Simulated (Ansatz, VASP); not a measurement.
## HfSi4 in VASP and in Ansatz

The input INCAR:

```
SYSTEM = HfSi4
PREC     = Accurate       ! precision mode
ENCUT    = 600            ! plane-wave cutoff, eV
EDIFF    = 1E-7           ! SCF threshold, eV
ISMEAR   = 0              ! smearing method
SIGMA    = 0.1            ! smearing width, eV
LREAL    = .False.        ! projectors in reciprocal space
LASPH    = .True.         ! aspherical terms in the spheres
NELM     = 60             ! most SCF steps
ALGO     = Normal         ! electronic algorithm
ISIF     = 3              ! what is computed and relaxed
LWAVE    = .False.        ! write WAVECAR
LCHARG   = .False.        ! write CHGCAR
GGA      = PE             ! functional
IBRION   = 2              ! ionic algorithm
NSW      = 100            ! ionic steps
EDIFFG   = -0.01          ! ionic threshold
```

File KPOINTS:

```
regular mesh
0
Gamma
  8 8 8
  0 0 0
```

File POSCAR:

```
HfSi4
1.0
    0.0000000000      4.7087615959      4.7087615959
    4.7087615959      0.0000000000      4.7087615959
    4.7087615959      4.7087615959      0.0000000000
Hf Si
2 8
Direct
    0.5000000000      0.5000000000      0.5000000000
    0.7500000000      0.7500000000      0.7500000000
    0.9101246175      0.9101246175      0.9101246175
    0.9101246175      0.9101246175      0.2696261475
    0.9101246175      0.2696261475      0.9101246175
    0.3398753825      0.3398753825      0.9803738525
    0.3398753825      0.3398753825      0.3398753825
    0.2696261475      0.9101246175      0.9101246175
    0.3398753825      0.9803738525      0.3398753825
    0.9803738525      0.3398753825      0.3398753825
```

Input for Ansatz:

```yaml
crystal:
  lattice:
    - [0.0, 4.7087615959, 4.7087615959]
    - [4.7087615959, 0.0, 4.7087615959]
    - [4.7087615959, 4.7087615959, 0.0]
  atoms:
    - { symbol: Hf, position: [0.5, 0.5, 0.5] }
    - { symbol: Hf, position: [0.75, 0.75, 0.75] }
    - { symbol: Si, position: [0.9101246175, 0.9101246175, 0.9101246175] }
    - { symbol: Si, position: [0.9101246175, 0.9101246175, 0.2696261475] }
    - { symbol: Si, position: [0.9101246175, 0.2696261475, 0.9101246175] }
    - { symbol: Si, position: [0.3398753825, 0.3398753825, 0.9803738525] }
    - { symbol: Si, position: [0.3398753825, 0.3398753825, 0.3398753825] }
    - { symbol: Si, position: [0.2696261475, 0.9101246175, 0.9101246175] }
    - { symbol: Si, position: [0.3398753825, 0.9803738525, 0.3398753825] }
    - { symbol: Si, position: [0.9803738525, 0.3398753825, 0.3398753825] }
basis:
  ecutwfc: 420
kpoints:
  mp_grid: { grid: [8, 8, 8] }
hamiltonian:
  xc: pbe
scf:
  occupations: { method: gaussian, width: 0.1 }
output:
  forces: true
  stress: true
  eigenvalues: true
relax:
  adjacent_minimum: "off"
  f_tol: 0.01
  max_steps: 80
  cell: { stress_tol: 0.05 }
```

Change from the starting cell: species swapped into the Ba4Rh type (Fd-3m, No. 227).

Alike in both runs: task relaxation of cell and atoms; functional PBE; k mesh 8 × 8 × 8; occupations gaussian, width 0.1 eV; no spin polarisation.

```csv
,VASP,Ansatz
version,VASP 6.6.1,Ansatz 0.2.0
potentials or method,"VASP PAW PBE potentials, release 64 (Hf_pv, Si), cutoff 600 eV","scalar-relativistic, plane waves, PAW"
valence electrons in the cell,52,84
```

|  | VASP | Ansatz | Ansatz less VASP |
| --- | --- | --- | --- |
| gap on the k mesh at the Fermi level, each at its own relaxed structure (eV) | none | none | - |
| relaxed volume (Å³/atom) | 20.77 | 20.80 | +0.028 |
| relaxed length of the cell vector where the two differ most in proportion (Å) | 6.647 | 6.650 | +0.0030 |

A gap of «none» marks a metal or a gap that the smearing closes. VASP's potentials hold 52 valence electrons a cell and Ansatz's 84, so a difference there can come from the potentials and not from the codes.

Spin-orbit coupling is off throughout.
